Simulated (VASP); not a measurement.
# Al in VASP: notebook, part 2 of 2

VASP 6.6.1. The steps go on from the part before.

## 4. Relaxation of the atoms, PBEsol

This run uses another cell than the first one.

The input, INCAR:

```
SYSTEM = Al
PREC = Accurate
ENCUT = 520
EDIFF = 1E-6
ISMEAR = 1
SIGMA = 0.1
LREAL = .FALSE.
LASPH = .TRUE.
NELM = 60
ALGO = Normal
ISIF = 2
LWAVE = .FALSE.
LCHARG = .FALSE.
LDIPOL = .TRUE.
IDIPOL = 3
DIPOL = 0.5 0.5 0.500
GGA = PS
IBRION = 2
NSW = 60
EDIFFG = -0.01
KPAR = 4
```

The input, KPOINTS:

```
regular mesh
0
G
  8 12 1
  0 0 0
```

The input, POSCAR:

```
Al
1.0
    4.0144529650      0.0000000000      0.0000000000
    0.0000000000      2.8386469140      0.0000000000
    0.0000000000      0.0000000000     30.1932345700
Al
11
Direct
    0.0000000000      0.0000000000      0.2649600188
    0.5000000000      0.5000000000      0.3119680151
    0.0000000000      0.0000000000      0.3589760113
    0.5000000000      0.5000000000      0.4059840075
    0.0000000000      0.0000000000      0.4529920038
    0.5000000000      0.5000000000      0.5000000000
    0.0000000000      0.0000000000      0.5470079962
    0.5000000000      0.5000000000      0.5940159925
    0.0000000000      0.0000000000      0.6410239887
    0.5000000000      0.5000000000      0.6880319849
    0.0000000000      0.0000000000      0.7350399812
```

Potentials or basis: VASP PAW PBE potentials, release 64 (Al).

On the command line:

```sh
$ cat potpaw_PBE.64/Al/POTCAR > POTCAR
$ mpirun -np 4 vasp_std > vasp.out
```

OUTCAR:

```text
SYSTEM = Al
   PREC = Accurate
   ENCUT = 520
   EDIFF = 1E-6
   ISMEAR = 1
   LREAL = .FALSE.
   LASPH = .TRUE.
   NELM = 60
   ISIF = 2
   GGA = PS
   IBRION = 2
   NSW = 60
   EDIFFG = -0.01

 ion  position               nearest neighbor table
   1  0.000  0.000  0.265-   3 2.84   2 2.84   2 2.84   2 2.84   2 2.84
   2  0.500  0.500  0.312-   4 2.84   3 2.84   3 2.84   3 2.84   3 2.84   1 2.84   1 2.84   1 2.84
                             1 2.84
   3  0.000  0.000  0.359-   2 2.84   4 2.84   2 2.84   4 2.84   2 2.84   4 2.84   2 2.84   4 2.84
                             5 2.84   1 2.84
   4  0.500  0.500  0.406-   2 2.84   3 2.84   3 2.84   3 2.84   3 2.84   6 2.84   5 2.84   5 2.84
                             5 2.84   5 2.84
   5  0.000  0.000  0.453-   7 2.84   6 2.84   6 2.84   6 2.84   6 2.84   3 2.84   4 2.84   4 2.84
                             4 2.84   4 2.84
   6  0.500  0.500  0.500-   5 2.84   7 2.84   5 2.84   7 2.84   5 2.84   7 2.84   5 2.84   7 2.84
                             4 2.84   8 2.84
   7  0.000  0.000  0.547-   5 2.84   6 2.84   6 2.84   6 2.84   6 2.84   9 2.84   8 2.84   8 2.84
                             8 2.84   8 2.84
   8  0.500  0.500  0.594-  10 2.84   9 2.84   9 2.84   9 2.84   9 2.84   6 2.84   7 2.84   7 2.84
                             7 2.84   7 2.84
   9  0.000  0.000  0.641-   8 2.84  10 2.84   8 2.84  10 2.84   8 2.84  10 2.84   8 2.84  10 2.84
                             7 2.84  11 2.84
  10  0.500  0.500  0.688-   8 2.84   9 2.84   9 2.84   9 2.84   9 2.84  11 2.84  11 2.84  11 2.84
                            11 2.84
  11  0.000  0.000  0.735-   9 2.84  10 2.84  10 2.84  10 2.84  10 2.84

  LATTYP: Found a simple orthorhombic cell.
 ALAT       =     2.8386469140
 B/A-ratio  =     1.4142135625
 C/A-ratio  =    10.6364882582

  Lattice vectors:

 A1 = (   0.0000000000,  -2.8386469140,   0.0000000000)
 A2 = (   4.0144529650,   0.0000000000,   0.0000000000)
 A3 = (   0.0000000000,   0.0000000000,  30.1932345700)

Analysis of symmetry for initial positions (statically):
=====================================================================
 Subroutine PRICEL returns:
 Original cell was already a primitive cell.

 Routine SETGRP: Setting up the symmetry group for a
 simple orthorhombic supercell.

 Subroutine GETGRP returns: Found  8 space group operations
 (whereof  8 operations were pure point group operations)
 out of a pool of  8 trial point group operations.

The static configuration has the point symmetry D_2h.

Analysis of symmetry for dynamics (positions and initial velocities):
=====================================================================
 Subroutine PRICEL returns:
 Original cell was already a primitive cell.

 Routine SETGRP: Setting up the symmetry group for a
 simple orthorhombic supercell.

 Subroutine GETGRP returns: Found  8 space group operations
 (whereof  8 operations were pure point group operations)
 out of a pool of  8 trial point group operations.

The dynamic configuration has the point symmetry D_2h.

 Subroutine INISYM returns: Found  8 space group operations
 (whereof  8 operations are pure point group operations),
 and found     1 'primitive' translations

----------------------------------------------------------------------------------------

[... 105 lines left out ...]
   LNONCOLLINEAR =      F non collinear calculations
   LSORBIT =      F    spin-orbit coupling
   LASPH  =      T    aspherical Exc in radial PAW
   ENCUT  =  520.0 eV  38.22 Ry    6.18 a.u.   7.46  5.28 56.14*2*pi/ulx,y,z
   NELM   =     60;   NELMIN=  2; NELMDL= -5     # of ELM steps
   EDIFF  = 0.1E-05   stopping-criterion for ELM
   LREAL  =      F    real-space projection
   EDIFFG = -.1E-01   stopping-criterion for IOM
   NSW    =     60    number of steps for IOM
   IBRION =      2    ionic relax: 0-MD 1-quasi-New 2-CG
   NFREE  =      1    steps in history (QN), initial steepest desc. (CG)
   ISIF   =      2    stress and relaxation
   ISYM   =      2    0-nonsym 1-usesym 2-fastsym
   POTIM  = 0.5000    time-step for ionic-motion
   TEBEG  =    0.0;   TEEND  =   0.0 temperature during run
   PSTRESS=    0.0 pullay stress
   NELECT =      33.0000    total number of electrons
   NUPDOWN=      -1.0000    fix difference up-down
   EMIN   =  10.00;   EMAX   =-10.00  energy-range for DOS
   EFERMI =   0.00;   METHOD = LEGACY
   ISMEAR =     1;   SIGMA  =   0.10  broadening in eV -4-tet -1-fermi 0-gaus
   EFERMI_NEDOS =   21; number of points for ismear=-14 and -15
   IALGO  =     38    algorithm
   IMIX   =      4    mixing-type and parameters
     AMIX     =   0.40;   BMIX     =  1.00
     AMIX_MAG =   1.60;   BMIX_MAG =  1.00
  volume/ion in A,a.u.               =      31.28       211.08
  Fermi-wavevector in a.u.,A,eV,Ry     =   0.749371  1.416106  7.640450  0.561557
  Thomas-Fermi vector in A             =   1.845875
   LORBIT       =      0    0 simple, 1 ext, 2 COOP (PROOUT), +10 PAW based schemes
   GGA     = PS    functional components
   LHFCALC =     F    Hartree Fock is set to
   AEXX    =    0.0000 exact exchange contribution
   IVDW    =     0    specifies the selected vdW correction
   LEPSILON=     F    determine dielectric tensor
   LRPA    =     F    only Hartree local field effects (RPA)
 conjugate gradient relaxation of ions
 non-spin polarized calculation
 Methfessel and Paxton  Order N= 1 SIGMA  =   0.10
  energy-cutoff  :      520.00
  volume of cell :      344.07
 maximum number of plane-waves:      9315
 NGX is ok and might be reduce to    30
   NGX = 15   NGY = 11   NGZ =113

--------------------------------------- Ionic step        1  -------------------------------------------

 number of electron      33.0000000 magnetization

 Free energy of the ion-electron system (eV)
  ---------------------------------------------------
  ext. energy  EPLUGINS =         0.00000000
  ---------------------------------------------------
  free energy    TOTEN  =       -43.30665699 eV

  energy without entropy =      -43.30472240  energy(sigma->0) =      -43.30601213

------------------------ aborting loop because EDIFF is reached ----------------------------------------

  FORCE on cell =-STRESS in cart. coord.  units (eV):
  Direction    XX          YY          ZZ          XY          YZ          ZX
  --------------------------------------------------------------------------------------
  -------------------------------------------------------------------------------------
  Total       -2.6544982     -0.8718443     -0.0754216      0.0000000      0.0000000      0.0000000
  in kB      -12.3607729     -4.0597763     -0.3512034      0.0000000      0.0000000      0.0000000
  external PRESSURE =      -5.5905842 kB  Pullay stress =       0.0000000 kB
[... 341 lines left out ...]
  FREE ENERGIE OF THE ION-ELECTRON SYSTEM (eV)
  ---------------------------------------------------
  free  energy   TOTEN  =       -43.3288814802 eV

  energy  without entropy=      -43.3241294718  energy(sigma->0) =      -43.32729748

 dipolmoment           0.000000      0.000000     -0.000000 electrons x Angstroem

--------------------------------------- Ionic step        9  -------------------------------------------

 number of electron      33.0000000 magnetization

 dipolmoment           0.000000      0.000000      0.000000 electrons x Angstroem

 Free energy of the ion-electron system (eV)
  ---------------------------------------------------
  ext. energy  EPLUGINS =         0.00000000
  ---------------------------------------------------
  free energy    TOTEN  =       -43.32893863 eV

  energy without entropy =      -43.32417025  energy(sigma->0) =      -43.32734917

 E-fermi :   2.3300     XC(G=0):  -6.0102

 val. band max:        2.3230744490   @ k =   0.1250   0.3333   0.0000
 cond. band min:       2.3304300842   @ k =   0.3750   0.2500   0.0000
 fundamental gap:      0.0073556352
 Fermi energy:         2.3300155576

 k-point     1 :       0.0000    0.0000    0.0000
  band No.  band energies     occupation
      1      -8.8207      2.00000
      2      -8.4249      2.00000
      3      -7.7482      2.00000
      4      -6.8260      2.00000
      5      -5.6640      2.00000
      6      -4.2259      2.00000
[... 589 lines left out ...]
     21       2.8494     -0.00000
     22       3.3847     -0.00000

 [... further k-points ...]

------------------------ aborting loop because EDIFF is reached ----------------------------------------

 vacuum level on the upper side and lower side of the slab       (xc-potential included)        -0.007        -0.007

  FORCE on cell =-STRESS in cart. coord.  units (eV):
  Direction    XX          YY          ZZ          XY          YZ          ZX
  --------------------------------------------------------------------------------------
  -------------------------------------------------------------------------------------
  Total       -2.1619898     -0.6200857      0.1438164      0.0000000      0.0000000      0.0000000
  in kB      -10.0673886     -2.8874528      0.6696868      0.0000000      0.0000000      0.0000000
  external PRESSURE =      -4.0950515 kB  Pullay stress =       0.0000000 kB
[... 26 lines left out ...]
  FREE ENERGIE OF THE ION-ELECTRON SYSTEM (eV)
  ---------------------------------------------------
  free  energy   TOTEN  =       -43.3289386260 eV

  energy  without entropy=      -43.3241702487  energy(sigma->0) =      -43.32734917

 reached required accuracy - stopping structural energy minimisation

 vacuum level on the upper side and lower side of the slab         6.380         6.380
```

It took 9.8 min on 4 MPI ranks of Intel Xeon Platinum 8488C (Sapphire Rapids), shared host; peak memory 0.54 GiB.

What came out:

| Property | Result |
| --- | --- |
| Free energy | -43.3289 eV |
| Energy gained by relaxing | 2.0 meV/atom |
| Ionic steps | 9 |
| Largest force after relaxing | 0.009 eV/Å |
| Band gap on the k mesh | zero (an odd number of electrons rules out a gap without spin polarisation) |

Forces in eV/Å, atoms in the order of the input:
```
Al   0.000  0.000 -0.003
Al   0.000  0.000  0.000
Al   0.000  0.000 -0.009
Al   0.000  0.000 -0.004
Al   0.000  0.000 -0.002
Al   0.000  0.000  0.000
Al   0.000  0.000  0.002
Al   0.000  0.000  0.004
Al   0.000  0.000  0.009
Al   0.000  0.000  0.000
Al   0.000  0.000  0.003
```

The path:
| step | energy change (eV) | largest force (eV/Å) | pressure (GPa) |
| --- | --- | --- | --- |
| 1 | 0.0000 | 0.2064 | -0.56 |
| 2 | -0.0068 | 0.1670 | -0.54 |
| 3 | -0.0193 | 0.0552 | -0.47 |
| 4 | -0.0092 | 0.1524 | -0.27 |
| 5 | -0.0211 | 0.0580 | -0.42 |
| 6 | -0.0220 | 0.0319 | -0.42 |
| 7 | -0.0222 | 0.0126 | -0.41 |
| 8 | -0.0222 | 0.0156 | -0.41 |
| 9 | -0.0223 | 0.0088 | -0.41 |

Final structure:
```yaml
crystal:
  lattice:
    - [4.01445, 0.00000, 0.00000]
    - [0.00000, 2.83865, 0.00000]
    - [0.00000, 0.00000, 30.19323]
  atoms:
    - { symbol: Al, position: [0.00000, 0.00000, 0.26669] }
    - { symbol: Al, position: [0.50000, 0.50000, 0.31004] }
    - { symbol: Al, position: [0.00000, 0.00000, 0.35913] }
    - { symbol: Al, position: [0.50000, 0.50000, 0.40520] }
    - { symbol: Al, position: [0.00000, 0.00000, 0.45305] }
    - { symbol: Al, position: [0.50000, 0.50000, 0.50000] }
    - { symbol: Al, position: [0.00000, 0.00000, 0.54695] }
    - { symbol: Al, position: [0.50000, 0.50000, 0.59480] }
    - { symbol: Al, position: [0.00000, 0.00000, 0.64087] }
    - { symbol: Al, position: [0.50000, 0.50000, 0.68996] }
    - { symbol: Al, position: [0.00000, 0.00000, 0.73331] }
```

Caveat: the highest band is partly filled, so the run has too few bands; the PAW data sets were made with another functional, which shifts forces and pressure a little.

## 5. Overview

| level | potentials or basis | cell | k mesh | largest force (eV/Å) |
| --- | --- | --- | --- | --- |
| PBE | VASP PAW PBE potentials, release 64 (Al) | atoms relaxed from a = 4.040, b = 2.857, c = 30.283 Å, 11 atoms, atomic positions A | 8 × 11 × 1 | 0.01 |
| LDA | VASP PAW LDA potentials, release 64 (Al) | atoms relaxed from a = 3.983, b = 2.816, c = 30.081 Å, 11 atoms, atomic positions B | 8 × 12 × 1 | 0.01 |
| PBEsol | VASP PAW PBE potentials, release 64 (Al) | atoms relaxed from a = 4.014, b = 2.839, c = 30.193 Å, 11 atoms, atomic positions C | 8 × 12 × 1 | 0.01 |

Alike in all rows: task relaxation of the atoms; no spin polarisation; cutoff (eV) 520; smearing methfessel-paxton 0.1 eV.

Caveats: the highest band is partly filled, so the run has too few bands; the PAW data sets were made with another functional, which shifts forces and pressure a little (at least some runs).

Absolute energies hang on the potentials; compare differences alone.
